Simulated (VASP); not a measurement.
Input of a VASP 6.6.1 run:

The input INCAR:

```
PREC = Accurate
ENCUT = 520
EDIFF = 1E-6
ISMEAR = 0
SIGMA = 0.1
LREAL = F
LASPH = T
NELM = 60
ALGO = Normal
ISIF = 2
LWAVE = F
LCHARG = T
LDIPOL = T
IDIPOL = 3
DIPOL = 0.5 0.5 0.334
GGA = PE
LELF = T
LVHAR = T
LVACPOTAV = T
NBANDS = 54
```

File KPOINTS:

```
regular mesh
0
Gamma
  6 6 1
```

File POSCAR:

```
Mo6S
1.0
    4.4695765303      0.0000000000      0.0000000000
   -2.2347882651      3.8707668194      0.0000000000
    0.0000000000      0.0000000000     19.7595667358
Mo S
6 1
Direct
    0.6666666667      0.3333333333      0.2024335884
    0.3333333333      0.6666666667      0.2486060831
    0.0000000000      0.0000000000      0.2947785777
    0.6666666667      0.3333333333      0.3368821122
    0.3333333333      0.6666666667      0.3779725574
    0.0000000000      0.0000000000      0.4180034333
    0.6666666667      0.3333333333      0.4611400108
```

Potentials or basis: VASP PAW PBE potentials, release 64 (Mo_sv, S).

Run with:

```sh
$ cat potpaw_PBE.64/Mo_sv/POTCAR potpaw_PBE.64/S/POTCAR > POTCAR
$ mpirun -np 1 vasp_std > vasp.out
```

Task: Estimate the largest force.

Result: 2.240 eV/Å.

Task: Estimate the band gap on the k mesh.

Result: Zero (band 45 reaches 1.29 eV, above the bottom of band 46 at 1.13 eV).

Forces on the atoms (eV/Å):
```
Mo   0.000  0.000  1.284
Mo   0.000  0.000 -0.033
Mo   0.000  0.000 -2.240
Mo   0.000  0.000 -0.907
Mo   0.000  0.000  0.802
Mo   0.000  0.000  1.083
S    0.000  0.000  0.012
```
